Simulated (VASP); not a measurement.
# Ge (C2/m) in VASP: single point with PBEsol

Aim: the single point of Ge with PBEsol.

Everything below comes from runs of VASP 6.6.1. Logs are shortened: lines on timing, memory, paths and dates and some standing lists are left out, and cuts for length are marked.

### 1 The cell of the first run

Symmetry: C2/m, No. 12, monoclinic system. The conventional cell has a = 5.741 Å, b = 5.124 Å, c = 2.794 Å, α = 90.00°, β = 116.80°, γ = 90.00°. Ge (site symmetry m) has 10 Ge at 2.63 to 3.38 Å within 3.5 Å.

### 2 Single point, PBEsol (strain -0.0400 x Voigt [0, 0, 0, 0, 1, 0])

INCAR reads:

```
SYSTEM = Ge
ALGO = Fast
EDIFF = 1E-6
ENCUT = 520
GGA = PS
ISIF = 2
ISMEAR = 0
KPAR = 4
LASPH = .TRUE.
LCHARG = .FALSE.
LREAL = .FALSE.
LWAVE = .FALSE.
NBANDS = 21
NELM = 60
PREC = Accurate
SIGMA = 0.15
```

KPOINTS reads:

```
k-points
0
G
  24 24 24
  0 0 0
```

POSCAR reads:

```
Ge
1.0
   -2.5916994288      2.5621121131      1.4480744262
    2.5358274626     -2.5621121131      1.3455238884
    2.5916994288      2.5621121131     -1.4480744262
Ge
2
Direct
    0.1246462076      0.8746462076      0.2500000000
    0.8753537924      0.1253537924      0.7500000000
```

Potentials or basis: VASP PAW PBE potentials, release 64 (Ge_d).

On the command line:

```bash
$ cat potpaw_PBE.64/Ge_d/POTCAR > POTCAR
$ mpirun -np 4 vasp_std > vasp.out
```

OUTCAR:

```text
SYSTEM = Ge
   EDIFF = 1E-6
   ENCUT = 520
   GGA = PS
   ISIF = 2
   ISMEAR = 0
   LASPH = .TRUE.
   LREAL = .FALSE.
   NELM = 60
   PREC = Accurate

 ion  position               nearest neighbor table
   1  0.125  0.875  0.250-   2 2.63   2 2.66   2 2.66   2 2.68
   2  0.875  0.125  0.750-   1 2.63   1 2.66   1 2.66   1 2.68

  LATTYP: Found a base centered monoclinic cell.
 ALAT       =     5.7413780417
 B/A-ratio  =     0.8925077201
 C/A-ratio  =     0.4866700918
 COS(beta)  =    -0.4509539160

  Lattice vectors:

 A1 = (  -2.5358274626,   2.5621121131,  -1.3455238884)
 A2 = (  -2.5358274626,  -2.5621121131,  -1.3455238884)
 A3 = (  -0.0558719662,   0.0000000000,   2.7935983146)

Analysis of symmetry for initial positions (statically):
=====================================================================
 Subroutine PRICEL returns:
 Original cell was already a primitive cell.

 Routine SETGRP: Setting up the symmetry group for a
 base centered monoclinic supercell.

 Subroutine GETGRP returns: Found  4 space group operations
 (whereof  2 operations were pure point group operations)
 out of a pool of  4 trial point group operations.

The static configuration has the point symmetry S_2 .
 The point group associated with its full space group is C_2h.

Analysis of symmetry for dynamics (positions and initial velocities):
=====================================================================
 Subroutine PRICEL returns:
 Original cell was already a primitive cell.

 Routine SETGRP: Setting up the symmetry group for a
 base centered monoclinic supercell.

 Subroutine GETGRP returns: Found  4 space group operations
 (whereof  2 operations were pure point group operations)
 out of a pool of  4 trial point group operations.

The dynamic configuration has the point symmetry S_2 .
 The point group associated with its full space group is C_2h.

 Subroutine INISYM returns: Found  4 space group operations
 (whereof  2 operations are pure point group operations),
 and found     1 'primitive' translations

----------------------------------------------------------------------------------------

                                     Primitive cell

  volume of cell :      36.6857

[... 74 lines left out ...]
   dimension x,y,z NGXF=    60 NGYF=   60 NGZF=   60
   ions per type =               2
   NGX,Y,Z   is equivalent  to a cutoff of  12.72, 12.96, 12.72 a.u.
   NGXF,Y,Z  is equivalent  to a cutoff of  25.44, 25.92, 25.44 a.u.
 SYSTEM =  Ge
   PREC   = accura    normal or accurate (medium, high low for compatibility)
   ISTART =      0    job   : 0-new  1-cont  2-samecut
   ICHARG =      2    charge: 1-file 2-atom 10-const
   ISPIN  =      1    spin polarized calculation?
   LNONCOLLINEAR =      F non collinear calculations
   LSORBIT =      F    spin-orbit coupling
   LASPH  =      T    aspherical Exc in radial PAW
   ENCUT  =  520.0 eV  38.22 Ry    6.18 a.u.   7.29  7.15  7.29*2*pi/ulx,y,z
   NELM   =     60;   NELMIN=  2; NELMDL= -5     # of ELM steps
   EDIFF  = 0.1E-05   stopping-criterion for ELM
   LREAL  =      F    real-space projection
[... 7 lines left out ...]
   TEBEG  =    0.0;   TEEND  =   0.0 temperature during run
   PSTRESS=    0.0 pullay stress
   NELECT =      28.0000    total number of electrons
   NUPDOWN=      -1.0000    fix difference up-down
   EMIN   =  10.00;   EMAX   =-10.00  energy-range for DOS
   EFERMI =   0.00;   METHOD = LEGACY
   ISMEAR =     0;   SIGMA  =   0.15  broadening in eV -4-tet -1-fermi 0-gaus
   EFERMI_NEDOS =   21; number of points for ismear=-14 and -15
   IALGO  =     68    algorithm
   IMIX   =      4    mixing-type and parameters
     AMIX     =   0.40;   BMIX     =  1.00
     AMIX_MAG =   1.60;   BMIX_MAG =  1.00
  volume/ion in A,a.u.               =      18.34       123.78
  Fermi-wavevector in a.u.,A,eV,Ry     =   1.496105  2.827229 30.454332  2.238330
  Thomas-Fermi vector in A             =   2.608164
   LORBIT       =      0    0 simple, 1 ext, 2 COOP (PROOUT), +10 PAW based schemes
   GGA     = PS    functional components
   LHFCALC =     F    Hartree Fock is set to
   AEXX    =    0.0000 exact exchange contribution
   IVDW    =     0    specifies the selected vdW correction
   LEPSILON=     F    determine dielectric tensor
   LRPA    =     F    only Hartree local field effects (RPA)
 non-spin polarized calculation
 RMM-DIIS sequential band-by-band and
 Gauss-broadening in eV      SIGMA  =   0.15
  energy-cutoff  :      520.00
  volume of cell :       36.69
 maximum number of plane-waves:      1007
 NGX is ok and might be reduce to    30
   NGX = 15   NGY = 15   NGZ = 15

 number of electron      28.0000014 magnetization

 Free energy of the ion-electron system (eV)
  ---------------------------------------------------
  ext. energy  EPLUGINS =         0.00000000
  ---------------------------------------------------
  free energy    TOTEN  =        -9.53257001 eV

  energy without entropy =       -9.52373537  energy(sigma->0) =       -9.52815269

 E-fermi :   6.7578     XC(G=0): -11.5196

 val. band max:        6.7575603315   @ k =   0.0833   0.2500   0.0417
 cond. band min:       6.7578779859   @ k =   0.1250   0.0833   0.0833
 fundamental gap:      0.0003176544
 Fermi energy:         6.7577805764

 k-point     1 :       0.0000    0.0000    0.0000
  band No.  band energies     occupation
      1     -17.9163      2.00000
      2     -17.8678      2.00000
      3     -17.8384      2.00000
      4     -17.8343      2.00000
      5     -17.7280      2.00000
      6     -17.7274      2.00000
[... 565 lines left out ...]
     20      17.8863      0.00000
     21      19.4264      0.00000

 [... further k-points ...]

------------------------ aborting loop because EDIFF is reached ----------------------------------------

  FORCE on cell =-STRESS in cart. coord.  units (eV):
  Direction    XX          YY          ZZ          XY          YZ          ZX
  --------------------------------------------------------------------------------------
  -------------------------------------------------------------------------------------
  Total       -0.0336445     -0.0820009      0.1138343      0.0000000     -0.0000000      0.4258347
  in kB       -1.4693589     -3.5812344      4.9715007      0.0000000     -0.0000000     18.5975329
  external PRESSURE =      -0.0263642 kB  Pullay stress =       0.0000000 kB

 VOLUME and BASIS-vectors are now :
 -----------------------------------------------------------------------------
  energy-cutoff  :      520.00
  volume of cell :       36.69
      direct lattice vectors                 reciprocal lattice vectors
    -2.591699429  2.562112113  1.448074426     0.007162090  0.195151491  0.358104512
     2.535827463 -2.562112113  1.345523888     0.202265925  0.000000000  0.362006588
     2.591699429  2.562112113 -1.448074426     0.195103835  0.195151491  0.003902077

 POSITION                                       TOTAL-FORCE (eV/Angst)
 -----------------------------------------------------------------------------------
      2.54283     -1.28106      0.99534         0.049396      0.000000      0.007400
     -0.00700      3.84317      0.35019        -0.049396      0.000000     -0.007400
 -----------------------------------------------------------------------------------
    total drift:                               -0.000000     -0.000000      0.000000

  FREE ENERGIE OF THE ION-ELECTRON SYSTEM (eV)
  ---------------------------------------------------
  free  energy   TOTEN  =        -9.5325700068 eV

  energy  without entropy=       -9.5237353731  energy(sigma->0) =       -9.52815269
```

stdout:

```text
POSCAR found type information on POSCAR Ge
 POSCAR found :  1 types and       2 ions
 scaLAPACK will be used
 -----------------------------------------------------------------------------
|                                                                             |
|                                                                             |
|     You enforced a specific xc type in the INCAR file but a different       |
|     I HOPE YOU KNOW WHAT YOU ARE DOING!                                     |
|                                                                             |
 -----------------------------------------------------------------------------

 LDA part: xc-table for (Slater+PW92), standard interpolation
 POSCAR, INCAR and KPOINTS ok, starting setup
 FFT: planning ... GRIDC
 FFT: planning ... GRID_SOFT
 FFT: planning ... GRID
 WAVECAR not read
 entering main loop
WARNING in EDDRMM: call to ZHEGV failed, returncode =   6  3     18
WARNING in EDDRMM: call to ZHEGV failed, returncode =   6  3     16
WARNING in EDDRMM: call to ZHEGV failed, returncode =   6  3     15
WARNING in EDDRMM: call to ZHEGV failed, returncode =   6  3     17
WARNING in EDDRMM: call to ZHEGV failed, returncode =   8  4     19
WARNING in EDDRMM: call to ZHEGV failed, returncode =   8  4     21
```

Wall time 13 min (4 MPI ranks of Oxide Virtual Turin-like, shared host); peak memory 1.9 GiB.

What came out:

| Item | Value |
| --- | --- |
| Free energy | -9.5326 eV |
| Pressure | 0.0 GPa |
| Largest force | 0.050 eV/Å |
| Band gap on the k mesh | zero (bands 14 and 15 overlap by 5.58 eV) |

Forces in eV/Å, atoms in the order of the input:
```
Ge   0.049  0.000  0.007
Ge  -0.049  0.000 -0.007
```

Caveat: the cell differs from its parent crystal (strain -0.0400 x Voigt [0, 0, 0, 0, 1, 0]); the PAW data sets were made with another functional, which shifts forces and pressure a little.
